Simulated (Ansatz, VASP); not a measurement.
One calculation of TaN, two programs

```
CELL_PARAMETERS angstrom
5.26438 0.00000 0.00000
-2.63219 4.55908 0.00000
0.00000 0.00000 2.94931
ATOMIC_POSITIONS crystal
Ta 0.33333 0.66667 0.50000
Ta 0.66667 0.33333 0.50000
Ta 0.00000 0.00000 0.00000
N 0.39285 0.00000 0.00000
N 0.60715 0.60715 0.00000
N 0.00000 0.39285 0.00000
```

Alike in both runs: task single point; functional PBEsol; k mesh 5 × 5 × 8; occupations fermi-dirac, width 0.1 eV; no spin polarisation.

```csv
,VASP,Ansatz
version,VASP 6.6.1,Ansatz 0.2.0
potentials or method,"VASP PAW PBE potentials, release 64 (Ta_pv, N), cutoff 520 eV","plane waves, PAW"
valence electrons in the cell,48,54
```

|  | VASP | Ansatz | Ansatz less VASP |
| --- | --- | --- | --- |
| pressure (GPa) | -14.6 | -15.2 | -0.66 |
| traceless stress, the component that is largest in VASP (GPa) | -1.61 | -1.55 | +0.060 |

VASP's potentials were made for PBE, not for PBEsol. With one functional, cell and mesh, what is left measures potentials, basis and numerics. VASP's potentials hold 48 valence electrons a cell and Ansatz's 54, so a difference there can come from the potentials and not from the codes.

Neither program's run includes spin-orbit coupling.
